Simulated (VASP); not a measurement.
# Ag: relaxation of shape and atoms at fixed volume with PBEsol

Crystal: Ag.

```
Ag
1.0
     2.89938    0.00000    0.00000
    -1.44969    2.51094    0.00000
     0.00000    0.00000    9.43052
Ag
4
Direct
  0.33333 0.66667 0.25000
  0.66667 0.33333 0.75000
  0.00000 0.00000 0.00000
  0.00000 0.00000 0.50000
```

This isn't the form of Ag at room conditions, which is fcc.

```yaml
Program: VASP 6.6.1
Task: relaxation of shape and atoms at fixed volume
Functional: PBEsol
Potentials_or_basis: VASP PAW PBE potentials, release 64 (Ag)
Cutoff: 600 eV
k_mesh: 18 × 18 × 4
Occupations: gaussian, width 0.1 eV
Spin: no spin polarisation
Dipole_correction: no
Further_INCAR_settings: ALGO = Fast; EDIFF = 1e-06; IBRION = 2; EDIFFG = -0.01; NSW = 50; ISIF = 4
```

| Quantity | Value |
| --- | --- |
| Pressure after relaxing | -3.4 GPa |
| Band gap on the k mesh | zero (bands 22 and 23 overlap by 6.41 eV) |

Final structure:
```
Ag
1.0
     2.89938    0.00000    0.00000
    -1.44969    2.51094    0.00000
     0.00000    0.00000    9.43052
Ag
4
Direct
  0.33333 0.66667 0.25000
  0.66667 0.33333 0.75000
  0.00000 0.00000 0.00000
  0.00000 0.00000 0.50000
```

Levels at points of the mesh, in eV from the Fermi level:
| k point | band 19 | band 20 | band 21 | band 22 | band 23 | band 24 | band 25 | band 26 |
| --- | --- | --- | --- | --- | --- | --- | --- | --- |
| (0.00, 0.00, 0.00) | -3.60 | -3.37 | -3.37 | -2.97 | -2.97 | -0.41 | 3.59 | 11.14 |
| (0.50, 0.00, 0.00) | -2.79 | -2.76 | -0.24 | 0.68 | 0.97 | 1.50 | 4.24 | 4.32 |
| (0.00, 0.00, 0.50) | -3.14 | -3.14 | -3.14 | -3.14 | -2.47 | -2.47 | 6.48 | 6.48 |
| (0.50, 0.00, 0.50) | -2.80 | -2.80 | 0.20 | 0.20 | 1.35 | 1.35 | 4.68 | 4.68 |

Run time: 2.1 min on 1 thread of AMD EPYC 9R45 96-Core Processor (Zen 5), with other jobs on the host, peak memory 0.3 GiB.

Caveat: the relaxation stopped at its first step, so nothing moved; the PAW data sets were made with another functional, which shifts forces and pressure a little.
